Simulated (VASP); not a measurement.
A run of VASP 6.6.1:

The input POSCAR:

```
Bi
1.0
   -1.8440261319      1.8440261319      1.8440261319
    1.8440261319     -1.8440261319      1.8440261319
    1.8440261319      1.8440261319     -1.8440261319
Bi
1
Direct
    0.0000000000      0.0000000000      0.0000000000
```

INCAR.step1

```
SYSTEM = Bi
  PREC = Accurate
  ENCUT = 520
  ISMEAR = 0
  SIGMA = 0.1
  LREAL = .False.
  LASPH = .True.
  NELM = 100
  NBANDS = 14
  GGA = PE
  ALGO = Normal
  EDIFF = 1E-4
  LWAVE = .True.
  LCHARG = .False.
```

File INCAR.step2:

```
SYSTEM = Bi
  PREC = Accurate
  ENCUT = 520
  EDIFF = 1E-7
  ISMEAR = 0
  SIGMA = 0.1
  LREAL = .False.
  LASPH = .True.
  NELM = 100
  ALGO = Normal
  ISIF = 2
  LWAVE = .False.
  LCHARG = .False.
  METAGGA = R2SCAN
  LMIXTAU = .True.
  NBANDS = 14
  ISTART = 1
```

The input KPOINTS:

```
Automatic mesh
0
Gamma
  8 8 8
  0 0 0
```

Potentials or basis: VASP PAW PBE potentials, release 64 (Bi_d).

Launch:

```console
$ cat potpaw_PBE.64/Bi_d/POTCAR > POTCAR
$ cp INCAR.step1 INCAR
$ mpirun -np 1 vasp_std > vasp.out
$ cp INCAR.step2 INCAR
$ mpirun -np 1 vasp_std > vasp.out
```

Hardware: 1 thread of Intel(R) Xeon(R) 6975P-C (Granite Rapids), with other jobs on the host.

Q: How long does it take, and how much memory?

A: Wall time 18 s on 1 thread of Intel(R) Xeon(R) 6975P-C (Granite Rapids), on a shared host, peak memory 0.14 GiB. Counts: k points 29.
